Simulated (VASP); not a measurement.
# AlN (Cmc2_1) in VASP: further runs, part 2 of 2

VASP 6.6.1.

## (5) Single point, LDA

Contents of INCAR:

```
PREC = Accurate
ENCUT = 520
EDIFF = 1E-6
ISMEAR = 0
SIGMA = 0.05
LREAL = False
LASPH = True
NELM = 60
ALGO = Normal
ISIF = 2
LWAVE = False
LCHARG = False
NBANDS = 16
```

Contents of KPOINTS:

```
regular mesh
0
Gamma
  9 9 6
```

Contents of POSCAR:

```
AlN
1.0
    3.1143789636      0.0000000000      0.0000000000
   -1.5571894818      2.6971312995      0.0000000000
    0.0000000000      0.0000000000      4.9848021043
Al N
2 2
Direct
    0.3397634096      0.6795268192      0.0015212672
    0.6602365904      0.3204731808      0.5015212672
    0.3275955689      0.6551911379      0.3834787328
    0.6724044311      0.3448088621      0.8834787328
```

Potentials or basis: VASP PAW LDA potentials, release 64 (Al, N).

Started as:

```
$ cat potpaw_LDA.64/Al/POTCAR potpaw_LDA.64/N/POTCAR > POTCAR
$ mpirun -np 1 vasp_std > vasp.out
```

OUTCAR:

```text
PREC = Accurate
   ENCUT = 520
   EDIFF = 1E-6
   ISMEAR = 0
   LREAL = False
   LASPH = True
   NELM = 60
   ISIF = 2

 ion  position               nearest neighbor table
   1  0.340  0.680  0.002-   4 1.89   4 1.89   4 1.89   3 1.91   2 3.03   2 3.03   2 3.09   2 3.09
                             2 3.09   2 3.09
   2  0.660  0.320  0.502-   3 1.89   3 1.89   3 1.89   4 1.91   1 3.03   1 3.03   1 3.09   1 3.09
                             1 3.09   1 3.09
   3  0.328  0.655  0.383-   2 1.89   2 1.89   2 1.89   1 1.91
   4  0.672  0.345  0.883-   1 1.89   1 1.89   1 1.89   2 1.91

  LATTYP: Found a hexagonal cell.
 ALAT       =     3.1143789636
 C/A-ratio  =     1.6005766037

  Lattice vectors:

 A1 = (   3.1143789636,   0.0000000000,   0.0000000000)
 A2 = (  -1.5571894818,   2.6971312995,   0.0000000000)
 A3 = (   0.0000000000,   0.0000000000,   4.9848021043)

Analysis of symmetry for initial positions (statically):
=====================================================================
 Subroutine PRICEL returns:
 Original cell was already a primitive cell.

 Routine SETGRP: Setting up the symmetry group for a
 hexagonal supercell.

 Subroutine GETGRP returns: Found  4 space group operations
 (whereof  2 operations were pure point group operations)
 out of a pool of 24 trial point group operations.

The static configuration has the point symmetry C_1h.
 The point group associated with its full space group is C_2v.

Analysis of symmetry for dynamics (positions and initial velocities):
=====================================================================
 Subroutine PRICEL returns:
 Original cell was already a primitive cell.

 Routine SETGRP: Setting up the symmetry group for a
 hexagonal supercell.

 Subroutine GETGRP returns: Found  4 space group operations
 (whereof  2 operations were pure point group operations)
 out of a pool of 24 trial point group operations.

The dynamic configuration has the point symmetry C_1h.
 The point group associated with its full space group is C_2v.

 Subroutine INISYM returns: Found  4 space group operations
 (whereof  2 operations are pure point group operations),
 and found     1 'primitive' translations

----------------------------------------------------------------------------------------

                                     Primitive cell

  volume of cell :      41.8718

  direct lattice vectors                    reciprocal lattice vectors
     3.114378964  0.000000000  0.000000000     0.321091303  0.185382150  0.000000000
    -1.557189482  2.697131300  0.000000000     0.000000000  0.370764301  0.000000000
     0.000000000  0.000000000  4.984802104     0.000000000  0.000000000  0.200609769

  length of vectors
     3.114378964  3.114378964  4.984802104     0.370764301  0.370764301  0.200609769

  position of ions in fractional coordinates (direct lattice)
     0.339763410  0.679526819  0.001521267
     0.660236590  0.320473181  0.501521267
     0.327595569  0.655191138  0.383478733
     0.672404431  0.344808862  0.883478733

  ion indices of the primitive-cell ions
   primitive index   ion index
                 1           1
                 2           2
                 3           3
                 4           4

----------------------------------------------------------------------------------------

 KPOINTS: regular mesh

Automatic generation of k-mesh.
 Grid dimensions read from file:
 generate k-points for:    9    9    6

 Generating k-lattice:

  Cartesian coordinates                     Fractional coordinates (reciprocal lattice)
     0.035676811  0.020598017  0.000000000     0.111111111 -0.000000000  0.000000000
     0.000000000  0.041196033  0.000000000     0.000000000  0.111111111  0.000000000
     0.000000000  0.000000000  0.033434962     0.000000000  0.000000000  0.166666667

  Length of vectors
     0.041196033  0.041196033  0.033434962

  Shift w.r.t. Gamma in fractional coordinates (k-lattice)
     0.000000000  0.000000000  0.000000000

 Subroutine IBZKPT returns following result:
 ===========================================

 Found    100 irreducible k-points:

 Following reciprocal coordinates:
            Coordinates               Weight
  0.000000  0.000000  0.000000      1.000000
  0.111111  0.000000  0.000000      4.000000
  0.000000  0.111111  0.000000      2.000000
  0.222222  0.000000  0.000000      4.000000
  0.000000  0.222222  0.000000      2.000000
  0.333333  0.000000  0.000000      4.000000
[... 16 lines left out ...]
 -0.222222 -0.444444  0.000000      4.000000
  0.444444  0.333333  0.000000      4.000000
 [... further k-points ...]
   k-points           NKPTS =    100   k-points in BZ     NKDIM =    100   number of bands    NBANDS=     16
   number of dos      NEDOS =    301   number of ions     NIONS =      4
   total plane-waves  NPLWV =  23040
   dimension x,y,z NGX =    24 NGY =   24 NGZ =   40
   dimension x,y,z NGXF=    48 NGYF=   48 NGZF=   80
   ions per type =               2   2
   NGX,Y,Z   is equivalent  to a cutoff of  12.81, 12.81, 13.34 a.u.
   NGXF,Y,Z  is equivalent  to a cutoff of  25.62, 25.62, 26.68 a.u.
 SYSTEM =  unknown system
   PREC   = accura    normal or accurate (medium, high low for compatibility)
   ISTART =      0    job   : 0-new  1-cont  2-samecut
   ICHARG =      2    charge: 1-file 2-atom 10-const
   ISPIN  =      1    spin polarized calculation?
   LNONCOLLINEAR =      F non collinear calculations
   LSORBIT =      F    spin-orbit coupling
   LASPH  =      T    aspherical Exc in radial PAW
   ENCUT  =  520.0 eV  38.22 Ry    6.18 a.u.   5.79  5.79  9.27*2*pi/ulx,y,z
   NELM   =     60;   NELMIN=  2; NELMDL= -5     # of ELM steps
   EDIFF  = 0.1E-05   stopping-criterion for ELM
   LREAL  =      F    real-space projection
   EDIFFG = 0.1E-04   stopping-criterion for IOM
   NSW    =      0    number of steps for IOM
   IBRION =     -1    ionic relax: 0-MD 1-quasi-New 2-CG
   NFREE  =      0    steps in history (QN), initial steepest desc. (CG)
   ISIF   =      2    stress and relaxation
   ISYM   =      2    0-nonsym 1-usesym 2-fastsym
   POTIM  = 0.5000    time-step for ionic-motion
   TEBEG  =    0.0;   TEEND  =   0.0 temperature during run
   PSTRESS=    0.0 pullay stress
   NELECT =      16.0000    total number of electrons
   NUPDOWN=      -1.0000    fix difference up-down
   EMIN   =  10.00;   EMAX   =-10.00  energy-range for DOS
   EFERMI =   0.00;   METHOD = LEGACY
   ISMEAR =     0;   SIGMA  =   0.05  broadening in eV -4-tet -1-fermi 0-gaus
   EFERMI_NEDOS =   21; number of points for ismear=-14 and -15
   IALGO  =     38    algorithm
   IMIX   =      4    mixing-type and parameters
     AMIX     =   0.40;   BMIX     =  1.00
     AMIX_MAG =   1.60;   BMIX_MAG =  1.00
  volume/ion in A,a.u.               =      10.47        70.64
  Fermi-wavevector in a.u.,A,eV,Ry     =   1.187976  2.244949 19.201725  1.411287
  Thomas-Fermi vector in A             =   2.324116
   LORBIT       =      0    0 simple, 1 ext, 2 COOP (PROOUT), +10 PAW based schemes
   GGA     = CA    functional components
   LHFCALC =     F    Hartree Fock is set to
   AEXX    =    0.0000 exact exchange contribution
   IVDW    =     0    specifies the selected vdW correction
   LEPSILON=     F    determine dielectric tensor
   LRPA    =     F    only Hartree local field effects (RPA)
 non-spin polarized calculation
 Gauss-broadening in eV      SIGMA  =   0.05
  energy-cutoff  :      520.00
  volume of cell :       41.87
 maximum number of plane-waves:      1152
   NGX = 11   NGY = 11   NGZ = 19

 number of electron      15.9999999 magnetization

 Free energy of the ion-electron system (eV)
  ---------------------------------------------------
  ext. energy  EPLUGINS =         0.00000000
  ---------------------------------------------------
  free energy    TOTEN  =       -32.81925028 eV

  energy without entropy =      -32.81925028  energy(sigma->0) =      -32.81925028

 E-fermi :   6.1252     XC(G=0): -11.2351

 val. band max:        5.8804973732   @ k =   0.0000   0.0000   0.0000
 cond. band min:      10.0685471674   @ k =   0.0000   0.0000   0.0000
 fundamental gap:      4.1880497942
 Fermi energy:         6.1252387840

 k-point     1 :       0.0000    0.0000    0.0000
  band No.  band energies     occupation
      1      -9.1471      2.00000
      2      -6.9322      2.00000
      3      -0.1664      2.00000
      4       4.9821      2.00000
      5       5.0102      2.00000
      6       5.5966      2.00000
[... 433 lines left out ...]
      3       0.9408      2.00000
      4       1.8995      2.00000
      5       2.5500      2.00000
      6       2.7651      2.00000
[... 8 lines left out ...]
     15      18.4400      0.00000
     16      20.0985      0.00000

 [... further k-points ...]
[... 5 lines left out ...]
  --------------------------------------------------------------------------------------
  -------------------------------------------------------------------------------------
  Total       -1.1606231     -1.2609372     -1.1143425      0.0000000      0.0000000      0.0000000
  in kB      -44.4099537    -48.2483635    -42.6390795      0.0000000      0.0000000      0.0000000
  external PRESSURE =     -45.0991322 kB  Pullay stress =       0.0000000 kB

 VOLUME and BASIS-vectors are now :
 -----------------------------------------------------------------------------
  energy-cutoff  :      520.00
  volume of cell :       41.87
      direct lattice vectors                 reciprocal lattice vectors
     3.114378964  0.000000000  0.000000000     0.321091303  0.185382150  0.000000000
    -1.557189482  2.697131300  0.000000000     0.000000000  0.370764301  0.000000000
     0.000000000  0.000000000  4.984802104     0.000000000  0.000000000  0.200609769

 POSITION                                       TOTAL-FORCE (eV/Angst)
 -----------------------------------------------------------------------------------
      0.00000      1.83277      0.00758         0.000000     -0.200417      0.017396
      1.55719      0.86436      2.49998        -0.000000      0.200417      0.017396
     -0.00000      1.76714      1.91157        -0.000000      0.092892     -0.017396
      1.55719      0.92999      4.40397         0.000000     -0.092892     -0.017396
 -----------------------------------------------------------------------------------
    total drift:                               -0.000000     -0.000000      0.000613

  FREE ENERGIE OF THE ION-ELECTRON SYSTEM (eV)
  ---------------------------------------------------
  free  energy   TOTEN  =       -32.8192502824 eV

  energy  without entropy=      -32.8192502824  energy(sigma->0) =      -32.81925028
```

OSZICAR:

```text
N       E                     dE             d eps       ncg     rms          rms(c)
DAV:   1     0.359510308582E+02    0.35951E+02   -0.73272E+03  3216   0.893E+02
DAV:   2    -0.346913740610E+02   -0.70642E+02   -0.64910E+02  4480   0.175E+02
DAV:   3    -0.378373060859E+02   -0.31459E+01   -0.31361E+01  4008   0.376E+01
DAV:   4    -0.378530490889E+02   -0.15743E-01   -0.15742E-01  3984   0.321E+00
DAV:   5    -0.378532060768E+02   -0.15699E-03   -0.15699E-03  4008   0.314E-01    0.122E+01
DAV:   6    -0.329326652793E+02    0.49205E+01   -0.11433E+01  3336   0.239E+01    0.432E+00
DAV:   7    -0.328806909888E+02    0.51974E-01   -0.49622E-01  3928   0.464E+00    0.281E+00
DAV:   8    -0.328219008903E+02    0.58790E-01   -0.71069E-02  3424   0.224E+00    0.351E-01
DAV:   9    -0.328191452167E+02    0.27557E-02   -0.57427E-03  4088   0.542E-01    0.223E-01
DAV:  10    -0.328193012674E+02   -0.15605E-03   -0.58287E-04  3712   0.153E-01    0.117E-01
DAV:  11    -0.328192507447E+02    0.50523E-04   -0.87336E-05  3768   0.690E-02    0.207E-02
DAV:  12    -0.328192502824E+02    0.46222E-06   -0.14840E-06  3296   0.933E-03
   1 F= -.32819250E+02 E0= -.32819250E+02  d E =-.228217E-14
```

It took 37 s on 1 thread of Intel Xeon 6975P-C, shared host; peak memory 0.18 GiB.

What came out:

```
Free energy            : -32.8193 eV
Pressure               : -4.5 GPa
Largest force          : 0.201 eV/Å
Band gap on the k mesh : 4.19 eV, direct
```

Forces on the atoms (eV/Å):
```
Al   0.000 -0.200  0.017
Al   0.000  0.200  0.017
N    0.000  0.093 -0.017
N    0.000 -0.093 -0.017
```

A k mesh can miss the band edges. Expect the measured gap to be larger: semilocal functionals such as LDA lack the derivative discontinuity.
